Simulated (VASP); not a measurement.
# Ta3N (P-3m1) in VASP: settings compared

Aim: see how the results for Ta3N move with the level of theory and the settings. Levels: LDA, PBE+U. Tasks: single point.

All numbers are computed with VASP 6.6.1; they aren't measurements. Logs are shortened: lines on timing, memory, paths and dates and some standing lists are left out, and cuts for length are marked.

## Step 1: The cell of the first run

The structure is trigonal, space group P-3m1 (No. 164). The conventional cell has a = 3.072 Å, b = 3.072 Å, c = 7.623 Å, α = 90.00°, β = 90.00°, γ = 120.00°. Ta (site symmetry 3m) has 3 N at 2.21 Å within 2.9 Å. Within 4.0 Å of Ta (site symmetry -3m) lie 12 Ta at 3.05 to 3.07 Å and 2 N at 3.81 Å. N (site symmetry -3m) has 6 Ta at 2.21 Å within 2.9 Å.

## Step 2: Single point, LDA

Contents of INCAR:

```
SYSTEM = Ta3N
PREC = Accurate ; ENCUT = 700
EDIFF = 1E-6 ; ISMEAR = -1
SIGMA = 0.05 ; LREAL = .False.
LASPH = .True. ; NELM = 120
ALGO = Normal ; ISIF = 2
LWAVE = .False. ; LCHARG = .True.
LELF = .True. ; LVHAR = .True.
NBANDS = 30 ; GGA_COMPAT = .False.
```

Contents of KPOINTS:

```
regular mesh
0
Gamma
  10 10 4
  0 0 0
```

Contents of POSCAR:

```
Ta3N
1.0
    3.0721262478      0.0000000000      0.0000000000
   -1.5360631240      2.6605393743      0.0000000000
    0.0000000000      0.0000000000      7.6231501572
Ta N
3 1
Direct
    0.6666666667      0.3333333333      0.8260700000
    0.3333333333      0.6666666667      0.1739300000
    0.0000000000      0.0000000000      0.5000000000
    0.0000000000      0.0000000000      0.0000000000
```

Potentials or basis: VASP PAW LDA potentials, release 64 (Ta_sv_GW, N).

Command:

```
> cat potpaw_LDA.64/Ta_sv_GW/POTCAR potpaw_LDA.64/N/POTCAR > POTCAR
> mpirun -np 1 vasp_std > vasp.out
```

OUTCAR:

```text
SYSTEM = Ta3N
   PREC = Accurate
   ENCUT = 700
   EDIFF = 1E-6
   ISMEAR = -1
   LREAL = .False.
   LASPH = .True.
   NELM = 120
   ISIF = 2

 ion  position               nearest neighbor table
   1  0.667  0.333  0.826-   4 2.21   4 2.21   4 2.21   3 3.05   3 3.05   3 3.05   2 3.19   2 3.19
                             2 3.19
   2  0.333  0.667  0.174-   4 2.21   4 2.21   4 2.21   3 3.05   3 3.05   3 3.05   1 3.19   1 3.19
                             1 3.19
   3  0.000  0.000  0.500-   1 3.05   2 3.05   1 3.05   2 3.05   1 3.05   2 3.05
   4  0.000  0.000  0.000-   1 2.21   2 2.21   1 2.21   2 2.21   1 2.21   2 2.21

  LATTYP: Found a hexagonal cell.
 ALAT       =     3.0721262478
 C/A-ratio  =     2.4813922158

  Lattice vectors:

 A1 = (   3.0721262478,   0.0000000000,   0.0000000000)
 A2 = (  -1.5360631240,   2.6605393743,   0.0000000000)
 A3 = (   0.0000000000,   0.0000000000,   7.6231501572)

Analysis of symmetry for initial positions (statically):
=====================================================================
 Subroutine PRICEL returns:
 Original cell was already a primitive cell.

 Routine SETGRP: Setting up the symmetry group for a
 hexagonal supercell.

 Subroutine GETGRP returns: Found 12 space group operations
 (whereof 12 operations were pure point group operations)
 out of a pool of 24 trial point group operations.

The static configuration has the point symmetry D_3d.

Analysis of symmetry for dynamics (positions and initial velocities):
=====================================================================
 Subroutine PRICEL returns:
 Original cell was already a primitive cell.

 Routine SETGRP: Setting up the symmetry group for a
 hexagonal supercell.

 Subroutine GETGRP returns: Found 12 space group operations
 (whereof 12 operations were pure point group operations)
 out of a pool of 24 trial point group operations.

The dynamic configuration has the point symmetry D_3d.

 Subroutine INISYM returns: Found 12 space group operations
 (whereof 12 operations are pure point group operations),
 and found     1 'primitive' translations

----------------------------------------------------------------------------------------

                                     Primitive cell

  volume of cell :      62.3079

  direct lattice vectors                    reciprocal lattice vectors
     3.072126248  0.000000000  0.000000000     0.325507456  0.187931817  0.000000000
    -1.536063124  2.660539374  0.000000000     0.000000000  0.375863635  0.000000000
     0.000000000  0.000000000  7.623150157     0.000000000  0.000000000  0.131179365

  length of vectors
     3.072126248  3.072126248  7.623150157     0.375863635  0.375863635  0.131179365

  position of ions in fractional coordinates (direct lattice)
     0.666666667  0.333333333  0.826070000
     0.333333333  0.666666667  0.173930000
     0.000000000  0.000000000  0.500000000
     0.000000000  0.000000000  0.000000000

  ion indices of the primitive-cell ions
   primitive index   ion index
                 1           1
                 2           2
                 3           3
                 4           4

----------------------------------------------------------------------------------------

 KPOINTS: regular mesh

Automatic generation of k-mesh.
 Grid dimensions read from file:
 generate k-points for:   10   10    4

 Generating k-lattice:

  Cartesian coordinates                     Fractional coordinates (reciprocal lattice)
     0.032550746  0.018793182  0.000000000     0.100000000  0.000000000  0.000000000
     0.000000000  0.037586363  0.000000000     0.000000000  0.100000000  0.000000000
     0.000000000  0.000000000  0.032794841     0.000000000  0.000000000  0.250000000

  Length of vectors
     0.037586363  0.037586363  0.032794841

  Shift w.r.t. Gamma in fractional coordinates (k-lattice)
     0.000000000  0.000000000  0.000000000

 Subroutine IBZKPT returns following result:
 ===========================================

 Found     50 irreducible k-points:

 Following reciprocal coordinates:
            Coordinates               Weight
  0.000000  0.000000  0.000000      1.000000
  0.100000 -0.000000  0.000000      6.000000
  0.200000 -0.000000  0.000000      6.000000
  0.300000 -0.000000  0.000000      6.000000
  0.400000 -0.000000  0.000000      6.000000
  0.500000 -0.000000  0.000000      3.000000
[... 16 lines left out ...]
  0.000000  0.400000  0.250000      6.000000
  0.500000 -0.000000  0.250000      6.000000
 [... further k-points ...]
   k-points           NKPTS =     50   k-points in BZ     NKDIM =     50   number of bands    NBANDS=     30
   number of dos      NEDOS =    301   number of ions     NIONS =      4
   total plane-waves  NPLWV =  54880
   dimension x,y,z NGX =    28 NGY =   28 NGZ =   70
   dimension x,y,z NGXF=    56 NGYF=   56 NGZF=  140
   ions per type =               3   1
   NGX,Y,Z   is equivalent  to a cutoff of  15.15, 15.15, 15.27 a.u.
   NGXF,Y,Z  is equivalent  to a cutoff of  30.30, 30.30, 30.53 a.u.
 SYSTEM =  Ta3N
   PREC   = accura    normal or accurate (medium, high low for compatibility)
   ISTART =      0    job   : 0-new  1-cont  2-samecut
   ICHARG =      2    charge: 1-file 2-atom 10-const
   ISPIN  =      1    spin polarized calculation?
   LNONCOLLINEAR =      F non collinear calculations
   LSORBIT =      F    spin-orbit coupling
   LASPH  =      T    aspherical Exc in radial PAW
   ENCUT  =  700.0 eV  51.45 Ry    7.17 a.u.   6.63  6.63 16.45*2*pi/ulx,y,z
   NELM   =    120;   NELMIN=  2; NELMDL= -5     # of ELM steps
   EDIFF  = 0.1E-05   stopping-criterion for ELM
   LREAL  =      F    real-space projection
[... 7 lines left out ...]
   TEBEG  =    0.0;   TEEND  =   0.0 temperature during run
   PSTRESS=    0.0 pullay stress
   NELECT =      44.0000    total number of electrons
   NUPDOWN=      -1.0000    fix difference up-down
   EMIN   =  10.00;   EMAX   =-10.00  energy-range for DOS
   EFERMI =   0.00;   METHOD = LEGACY
   ISMEAR =    -1;   SIGMA  =   0.05  broadening in eV -4-tet -1-fermi 0-gaus
   EFERMI_NEDOS =   21; number of points for ismear=-14 and -15
   IALGO  =     38    algorithm
   IMIX   =      4    mixing-type and parameters
     AMIX     =   0.40;   BMIX     =  1.00
     AMIX_MAG =   1.60;   BMIX_MAG =  1.00
  volume/ion in A,a.u.               =      15.58       105.12
  Fermi-wavevector in a.u.,A,eV,Ry     =   1.457845  2.754927 28.916621  2.125312
  Thomas-Fermi vector in A             =   2.574599
   LORBIT       =      0    0 simple, 1 ext, 2 COOP (PROOUT), +10 PAW based schemes
   GGA     = CA    functional components
   LHFCALC =     F    Hartree Fock is set to
   AEXX    =    0.0000 exact exchange contribution
   IVDW    =     0    specifies the selected vdW correction
   LEPSILON=     F    determine dielectric tensor
   LRPA    =     F    only Hartree local field effects (RPA)
 non-spin polarized calculation
  energy-cutoff  :      700.00
  volume of cell :       62.31
 maximum number of plane-waves:      2660
 NGX is ok and might be reduce to    28
   NGX = 13   NGY = 13   NGZ = 33

 number of electron      44.0000000 magnetization

 Free energy of the ion-electron system (eV)
  ---------------------------------------------------
  ext. energy  EPLUGINS =         0.00000000
  ---------------------------------------------------
  free energy    TOTEN  =       -56.95872544 eV

  energy without entropy =      -56.93235415  energy(sigma->0) =      -56.94553979

 E-fermi :  10.3323     XC(G=0): -13.0905

 val. band max:       10.3298211306   @ k =   0.2000   0.2000   0.0000
 cond. band min:      10.3371519609   @ k =   0.1000  -0.0000   0.5000
 fundamental gap:      0.0073308303
 Fermi energy:        10.3323044304

 k-point     1 :       0.0000    0.0000    0.0000
  band No.  band energies     occupation
      1     -57.7311      2.00000
      2     -57.7089      2.00000
      3     -57.2112      2.00000
      4     -24.6695      2.00000
      5     -24.4186      2.00000
      6     -24.1301      2.00000
[... 22 lines left out ...]
     29      12.4461      0.00000
     30      13.5263      0.00000

 k-point     2 :       0.1000   -0.0000    0.0000
  band No.  band energies     occupation
      1     -57.7265      2.00000
      2     -57.7054      2.00000
      3     -57.2075      2.00000
      4     -24.6565      2.00000
      5     -24.4120      2.00000
      6     -24.1929      2.00000
[... 22 lines left out ...]
     29      12.8787      0.00000
     30      13.9919      0.00000

 k-point     3 :       0.2000   -0.0000    0.0000
  band No.  band energies     occupation
      1     -57.7144      2.00000
      2     -57.6961      2.00000
      3     -57.1977      2.00000
      4     -24.6295      2.00000
      5     -24.4354      2.00000
      6     -24.3208      2.00000
[... 22 lines left out ...]
     29      13.5415      0.00000
     30      14.4070      0.00000

 k-point     4 :       0.3000   -0.0000    0.0000
  band No.  band energies     occupation
      1     -57.6990      2.00000
      2     -57.6850      2.00000
      3     -57.1856      2.00000
      4     -24.6511      2.00000
      5     -24.5875      2.00000
      6     -24.4449      2.00000
[... 22 lines left out ...]
     29      14.0716      0.00000
     30      14.5965      0.00000

 k-point     5 :       0.4000   -0.0000    0.0000
  band No.  band energies     occupation
      1     -57.6859      2.00000
      2     -57.6766      2.00000
      3     -57.1757      2.00000
      4     -24.7677      2.00000
      5     -24.7192      2.00000
      6     -24.4684      2.00000
[... 22 lines left out ...]
     29      14.6777      0.00000
     30      15.0227      0.00000
[... 526 lines left out ...]
     29      14.1754      0.00000
     30      14.7320      0.00000

 k-point    22 :       0.4000   -0.0000    0.2500
  band No.  band energies     occupation
      1     -57.6860      2.00000
      2     -57.6765      2.00000
      3     -57.1757      2.00000
      4     -24.7725      2.00000
      5     -24.7017      2.00000
      6     -24.4464      2.00000
[... 22 lines left out ...]
     29      14.4364      0.00000
     30      14.5173      0.00000

 k-point    23 :       0.0000    0.4000    0.2500
  band No.  band energies     occupation
      1     -57.6858      2.00000
      2     -57.6767      2.00000
      3     -57.1757      2.00000
      4     -24.7811      2.00000
      5     -24.7086      2.00000
      6     -24.4625      2.00000
[... 22 lines left out ...]
     29      14.6941      0.00000
     30      15.1540      0.00000

 k-point    24 :       0.5000   -0.0000    0.2500
  band No.  band energies     occupation
      1     -57.6806      2.00000
      2     -57.6737      2.00000
      3     -57.1720      2.00000
      4     -24.8349      2.00000
      5     -24.7565      2.00000
      6     -24.4460      2.00000
[... 22 lines left out ...]
     29      14.8842      0.00000
     30      15.5742      0.00000

 [... further k-points ...]
[... 5 lines left out ...]
  --------------------------------------------------------------------------------------
  -------------------------------------------------------------------------------------
  Total       -8.1456382     -8.1456382     -8.0048819      0.0000000      0.0000000      0.0000000
  in kB     -209.4558403   -209.4558403   -205.8364523      0.0000000      0.0000000      0.0000000
  external PRESSURE =    -208.2493776 kB  Pullay stress =       0.0000000 kB

 VOLUME and BASIS-vectors are now :
 -----------------------------------------------------------------------------
  energy-cutoff  :      700.00
  volume of cell :       62.31
      direct lattice vectors                 reciprocal lattice vectors
     3.072126248  0.000000000  0.000000000     0.325507456  0.187931817  0.000000000
    -1.536063124  2.660539374  0.000000000     0.000000000  0.375863635  0.000000000
     0.000000000  0.000000000  7.623150157     0.000000000  0.000000000  0.131179365

 POSITION                                       TOTAL-FORCE (eV/Angst)
 -----------------------------------------------------------------------------------
      1.53606      0.88685      6.29726        -0.000000      0.000000      0.715775
     -0.00000      1.77369      1.32589        -0.000000     -0.000000     -0.715775
      0.00000      0.00000      3.81158         0.000000      0.000000      0.000000
      0.00000      0.00000      0.00000         0.000000      0.000000      0.000000
 -----------------------------------------------------------------------------------
    total drift:                                0.000000     -0.000000     -0.000000

  FREE ENERGIE OF THE ION-ELECTRON SYSTEM (eV)
  ---------------------------------------------------
  free  energy   TOTEN  =       -56.9587254431 eV

  energy  without entropy=      -56.9323541450  energy(sigma->0) =      -56.94553979
```

Wall time 5.1 min (1 thread of AMD EPYC 7R43 (Zen 3), shared host); peak memory 0.23 GiB.

Results:

```yaml
Free_energy: -56.9587 eV
Pressure: -20.8 GPa
Largest_force: 0.716 eV/Å
Band_gap_on_the_k_mesh: zero (bands 22 and 23 overlap by 0.62 eV)
```

Forces in eV/Å, atoms in the order of the input:
```
Ta   0.000  0.000  0.716
Ta   0.000  0.000 -0.716
Ta   0.000  0.000  0.000
N    0.000  0.000  0.000
```

Levels at points of the mesh, in eV from the Fermi level:
```tsv
k point	band 19	band 20	band 21	band 22	band 23	band 24	band 25	band 26
(0.00, 0.00, 0.00)	-1.31	-0.46	-0.46	-0.31	0.23	0.23	0.90	1.73
(0.50, 0.00, 0.00)	-2.96	-1.09	-0.48	0.18	0.63	0.85	3.28	3.78
(0.00, 0.00, 0.50)	-1.18	-1.07	-0.26	-0.26	0.49	0.49	1.16	1.18
(0.50, 0.00, 0.50)	-2.75	-1.24	-1.18	0.16	0.89	1.16	2.25	4.13
```

Caveat: the cell stands under tension; spin-orbit coupling is left out, which moves the levels of the heavy elements.

## Step 3: Single point, PBE+U

This run uses another cell than the first one, of 14.98 Å³/atom.

Contents of INCAR:

```
PREC = Accurate
ENCUT = 700
EDIFF = 1E-6
ISMEAR = -1
SIGMA = 0.05
LREAL = F
LASPH = T
NELM = 200
ALGO = Normal
ISIF = 2
LWAVE = F
LCHARG = T
LMAXMIX = 4
LDAU = T
LDAUTYPE = 2
LDAUL = 2 -1
LDAUU = 1 0
LDAUJ = 0 0
LDAUPRINT = 1
GGA = PE
LELF = T
LVHAR = T
NBANDS = 30
GGA_COMPAT = F
```

Contents of KPOINTS:

```
regular mesh
0
Gamma
  10 10 4
```

Contents of POSCAR:

```
Ta3N
1.0
    3.0322239879      0.0000000000      0.0000000000
   -1.5161119940      2.6259830035      0.0000000000
    0.0000000000      0.0000000000      7.5241370000
Ta N
3 1
Direct
    0.6666666667      0.3333333333      0.8260700000
    0.3333333333      0.6666666667      0.1739300000
    0.0000000000      0.0000000000      0.5000000000
    0.0000000000      0.0000000000      0.0000000000
```

Potentials or basis: VASP PAW PBE potentials, release 64 (Ta_sv_GW, N).

Command:

```
> cat potpaw_PBE.64/Ta_sv_GW/POTCAR potpaw_PBE.64/N/POTCAR > POTCAR
> mpirun -np 1 vasp_std > vasp.out
```

Wall time 1.7 min (1 thread of Intel Xeon 6975P-C (Granite Rapids), shared host); peak memory 0.3 GiB.

It converged, with:

- Free energy: -50.5150 eV
- Pressure: 2.0 GPa
- Band gap on the k mesh: zero (bands 22 and 23 overlap by 0.59 eV)

Forces in eV/Å, atoms in the order of the input:
```
Ta   0.000  0.000  0.002
Ta   0.000  0.000 -0.002
Ta   0.000  0.000  0.000
N    0.000  0.000  0.000
```

Stress tensor (GPa, compression positive):
```
1.69 0.00 0.00
0.00 1.69 0.00
0.00 0.00 2.67
```

Levels at points of the mesh, in eV from the Fermi level:
| k point | band 19 | band 20 | band 21 | band 22 | band 23 | band 24 | band 25 | band 26 |
| --- | --- | --- | --- | --- | --- | --- | --- | --- |
| (0.00, 0.00, 0.00) | -1.51 | -0.44 | -0.44 | -0.31 | 0.31 | 0.31 | 0.90 | 1.88 |
| (0.50, 0.00, 0.00) | -3.14 | -1.26 | -0.52 | 0.14 | 0.74 | 0.79 | 3.50 | 4.03 |
| (0.00, 0.00, 0.50) | -1.30 | -1.15 | -0.23 | -0.23 | 0.57 | 0.57 | 1.19 | 1.31 |
| (0.50, 0.00, 0.50) | -2.92 | -1.42 | -1.27 | 0.08 | 0.92 | 1.27 | 2.46 | 4.40 |

Eigenvalues of the final occupation matrices:
```
    site  spin  trace               eigenvalues
site 1 d     1   1.16  0.21 0.21 0.24 0.24 0.25
site 1 d     2   1.16  0.21 0.21 0.24 0.24 0.25
site 2 d     1   1.16  0.21 0.21 0.24 0.24 0.25
site 2 d     2   1.16  0.21 0.21 0.24 0.24 0.25
site 3 d     1   1.08  0.16 0.16 0.24 0.24 0.28
site 3 d     2   1.08  0.16 0.16 0.24 0.24 0.28
```

Caveat: spin-orbit coupling is left out, which moves the levels of the heavy elements; U without spin polarisation on a metal has little footing.

(Continued in part 2 of 2.)

The gap in the log of VASP goes by the Fermi energy; the results here count the filled bands.